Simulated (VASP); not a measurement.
# Al2C (P-3m1) in VASP: notebook, part 2 of 2

VASP 6.6.1. The steps go on from the part before.

### Step 5. Relaxation of cell and atoms, PBE

File INCAR:

```
PREC = Accurate
ENCUT = 600
EDIFF = 1E-7
ISMEAR = 0
SIGMA = 0.1
LREAL = F
LASPH = T
NELM = 60
ALGO = Normal
ISIF = 3
LWAVE = F
LCHARG = F
GGA = PE
IBRION = 2
NSW = 100
EDIFFG = -0.01
```

File KPOINTS:

```
regular mesh
0
Gamma
  18 18 10
```

File POSCAR:

```
Al2C
1.0
    3.1035752630      0.0000000000      0.0000000000
   -1.5517876315      2.6877750203      0.0000000000
    0.0000000000      0.0000000000      4.4484682338
Al C
2 1
Direct
    0.3333333333      0.6666666667      0.2340608211
    0.6666666667      0.3333333333      0.7659391789
    0.0000000000      0.0000000000      0.0000000000
```

Potentials or basis: VASP PAW PBE potentials, release 64 (Al, C).

On the command line:

```sh
cat potpaw_PBE.64/Al/POTCAR potpaw_PBE.64/C/POTCAR > POTCAR
mpirun -np 1 vasp_std > vasp.out
```

OUTCAR:

```text
PREC = Accurate
   ENCUT = 600
   EDIFF = 1E-7
   ISMEAR = 0
   LREAL = F
   LASPH = T
   NELM = 60
   ISIF = 3
   GGA = PE
   IBRION = 2
   NSW = 100
   EDIFFG = -0.01

 ion  position               nearest neighbor table
   1  0.333  0.667  0.234-   3 2.07   3 2.07   3 2.07   2 2.75   2 2.75   2 2.75   2 2.97   2 2.97
                             2 2.97
   2  0.667  0.333  0.766-   3 2.07   3 2.07   3 2.07   1 2.75   1 2.75   1 2.75   1 2.97   1 2.97
                             1 2.97
   3  0.000  0.000  0.000-   1 2.07   2 2.07   1 2.07   2 2.07   2 2.07   1 2.07

  LATTYP: Found a hexagonal cell.
 ALAT       =     3.1035752630
 C/A-ratio  =     1.4333366704

  Lattice vectors:

 A1 = (   3.1035752630,   0.0000000000,   0.0000000000)
 A2 = (  -1.5517876315,   2.6877750203,   0.0000000000)
 A3 = (   0.0000000000,   0.0000000000,   4.4484682338)

Analysis of symmetry for initial positions (statically):
=====================================================================
 Subroutine PRICEL returns:
 Original cell was already a primitive cell.

 Routine SETGRP: Setting up the symmetry group for a
 hexagonal supercell.

 Subroutine GETGRP returns: Found 12 space group operations
 (whereof 12 operations were pure point group operations)
[... 176 lines left out ...]
  Total       -0.1869060     -0.1869060      0.3519284      0.0000000     -0.0000000      0.0000000
  in kB       -8.0699007     -8.0699007     15.1949471      0.0000000     -0.0000000      0.0000000
  external PRESSURE =      -0.3149515 kB  Pullay stress =       0.0000000 kB
[... 98 lines left out ...]
--------------------------------------- Ionic step        4  -------------------------------------------

 number of electron      10.0000000 magnetization

 Free energy of the ion-electron system (eV)
  ---------------------------------------------------
  ext. energy  EPLUGINS =         0.00000000
  ---------------------------------------------------
  free energy    TOTEN  =       -16.68267009 eV

  energy without entropy =      -16.68032702  energy(sigma->0) =      -16.68149855

 E-fermi :   7.9756     XC(G=0): -10.7078

 val. band max:        7.9668786898   @ k =  -0.0556   0.5000   0.1000
 cond. band min:       7.9863428133   @ k =   0.3333   0.2778   0.0000
 fundamental gap:      0.0194641235
 Fermi energy:         7.9756118509

 k-point     1 :       0.0000    0.0000    0.0000
  band No.  band energies     occupation
      1      -6.1098      2.00000
      2       2.3521      2.00000
      3       2.7403      2.00000
      4       7.5277      2.00000
      5       7.5277      2.00000
      6      13.9677      0.00000
      7      15.2122      0.00000
      8      15.2122      0.00000
      9      15.6801      0.00000
[... 265 lines left out ...]
 k-point    24 :       0.3889    0.1111    0.0000
  band No.  band energies     occupation
      1      -3.1328      2.00000
      2       0.4871      2.00000
      3       4.7200      2.00000
      4       4.9514      2.00000
      5       6.7014      2.00000
      6       8.6523      0.00000
      7      10.4375      0.00000
      8      12.7246      0.00000
      9      14.5062      0.00000

 [... further k-points ...]
[... 5 lines left out ...]
  --------------------------------------------------------------------------------------
  -------------------------------------------------------------------------------------
  Total       -0.0009824     -0.0009824     -0.0002122      0.0000000      0.0000000      0.0000000
  in kB       -0.0422661     -0.0422661     -0.0091279      0.0000000      0.0000000      0.0000000
  external PRESSURE =      -0.0312201 kB  Pullay stress =       0.0000000 kB
[... 18 lines left out ...]
  FREE ENERGIE OF THE ION-ELECTRON SYSTEM (eV)
  ---------------------------------------------------
  free  energy   TOTEN  =       -16.6826700874 eV

  energy  without entropy=      -16.6803270212  energy(sigma->0) =      -16.68149855

 reached required accuracy - stopping structural energy minimisation
```

Wall time 3.9 min (1 thread of Intel Xeon Platinum 8488C (Sapphire Rapids), shared host); peak memory 0.28 GiB.

Results:

- Free energy: -16.6827 eV
- Relaxed volume: 12.41 Å³/atom
- Relaxed cell: a = 3.095 Å, b = 3.095 Å, c = 4.490 Å, α = 90.00°, β = 90.00°, γ = 120.00°
- Space group after relaxing (to 0.05 Å): P-3m1 (No. 164)
- Energy gained by relaxing: 0.9 meV/atom
- Ionic steps: 4
- Pressure after relaxing: 0.0 GPa
- Band gap on the k mesh: zero (band 5 reaches 8.69 eV, above the bottom of band 6 at 6.42 eV)

The path:
```csv
step,energy change (eV),largest force (eV/Å),pressure (GPa),volume (Å³)
1,0.0000,0.0552,-0.03,37.11
2,-0.0021,0.0624,0.26,37.09
3,-0.0022,0.0641,0.35,37.09
4,-0.0026,0.0004,0.00,37.24
```

Final structure:
```
CELL_PARAMETERS angstrom
3.09475 0.00000 0.00000
-1.54737 2.68013 0.00000
0.00000 0.00000 4.48964
ATOMIC_POSITIONS crystal
Al 0.33333 0.66667 0.23244
Al 0.66667 0.33333 0.76756
C 0.00000 0.00000 0.00000
```

Levels at points of the mesh, in eV from the Fermi level:
| k point | band 1 | band 2 | band 3 | band 4 | band 5 | band 6 | band 7 | band 8 | band 9 |
| --- | --- | --- | --- | --- | --- | --- | --- | --- | --- |
| (0.00, 0.00, 0.00) | -14.09 | -5.62 | -5.24 | -0.45 | -0.45 | 5.99 | 7.24 | 7.24 | 7.70 |
| (0.50, 0.00, 0.00) | -11.00 | -7.94 | -2.98 | -2.21 | -0.72 | -0.50 | 1.99 | 3.98 | 7.80 |
| (0.00, 0.00, 0.50) | -13.72 | -8.80 | -0.39 | -0.39 | 0.33 | 3.68 | 6.45 | 7.97 | 7.97 |
| (0.50, 0.00, 0.50) | -10.81 | -7.48 | -4.71 | -3.23 | -2.10 | 2.69 | 3.66 | 5.83 | 7.99 |

### Step 6. Overview

| task | spin | cell | k mesh | cutoff (eV) | gap on the mesh (eV) | pressure (GPa) | moment (μB) | largest force (eV/Å) |
| --- | --- | --- | --- | --- | --- | --- | --- | --- |
| single point | collinear, ferromagnetic start | a = 3.104, b = 3.104, c = 4.448 Å, angles 90.0, 90.0, 120.0°, 3 atoms | 6 × 6 × 4 | 520 | none | -0.1 | 0.00 | - |
| single point | collinear, ferromagnetic start | a = 3.181, b = 3.181, c = 4.410 Å, angles 90.0, 90.0, 120.0°, 3 atoms | 6 × 6 × 4 | 520 | none | -7.1 | 0.00 | 0.84 |
| single point | off | a = 3.095, b = 3.095, c = 4.493 Å, angles 90.0, 90.0, 120.0°, 3 atoms | 18 × 18 × 10 | 520 | none | 0.0 | - | 0.02 |
| relaxation of cell and atoms | off | relaxed from a = 3.104, b = 3.104, c = 4.448 Å, angles 90.0, 90.0, 120.0°, 3 atoms | 18 × 18 × 10 | 600 | none | 0.0 | - | - |

Alike in all rows: level PBE; potentials or basis VASP PAW PBE potentials, release 64 (Al, C); smearing gaussian 0.1 eV.

Caveats: some runs use coarse meshes.

Total energies depend on the potentials used, so only differences within one code and one set of settings carry meaning.
